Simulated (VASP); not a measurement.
Here is a VASP 6.6.1 calculation.

POSCAR

```
TiAl
1.0
    3.1790640000      0.0000000000      0.0000000000
    0.0000000000      3.1790640000      0.0000000000
    0.0000000000      0.0000000000      3.1790640000
Ti Al
1 1
Direct
    0.0000000000     -0.0629115991     -0.0629115991
    0.5000000000      0.5000000000      0.5000000000
```

INCAR.step1

```
SYSTEM = TiAl
  PREC = Accurate
  ENCUT = 520
  ISMEAR = 0
  SIGMA = 0.15
  LREAL = .False.
  LASPH = .True.
  NELM = 100
  NBANDS = 14
  GGA = PE
  ALGO = Normal
  EDIFF = 1E-4
  LWAVE = .True.
  LCHARG = .False.
```

File INCAR.step2:

```
SYSTEM = TiAl
  PREC = Accurate
  ENCUT = 520
  EDIFF = 1E-6
  ISMEAR = 0
  SIGMA = 0.15
  LREAL = .False.
  LASPH = .True.
  NELM = 100
  ALGO = Normal
  ISIF = 2
  LWAVE = .False.
  LCHARG = .False.
  METAGGA = R2SCAN
  LMIXTAU = .True.
  NBANDS = 14
  ISTART = 1
```

The input KPOINTS:

```
Automatic mesh
0
Gamma
  16 16 16
  0 0 0
```

Potentials or basis: VASP PAW PBE potentials, release 64 (Ti_sv, Al).

Run with:

```console
$ cat potpaw_PBE.64/Ti_sv/POTCAR potpaw_PBE.64/Al/POTCAR > POTCAR
$ cp INCAR.step1 INCAR
$ mpirun -np 1 vasp_std > vasp.out
$ cp INCAR.step2 INCAR
$ mpirun -np 1 vasp_std > vasp.out
```

(1) What does it give for the largest force?

(2) Estimate the pressure.

(3) Predict the band gap on the k mesh.

Answers

(1) 2.060 eV/Å.

(2) 2.6 GPa.

(3) zero (an odd number of electrons rules out a gap without spin polarisation).

Caveat: the cell differs from its parent crystal (atom 1 (Ti) moved by (-0.200, -0.200) A along y and z); the PAW data sets were made with another functional, which shifts forces and pressure a little.
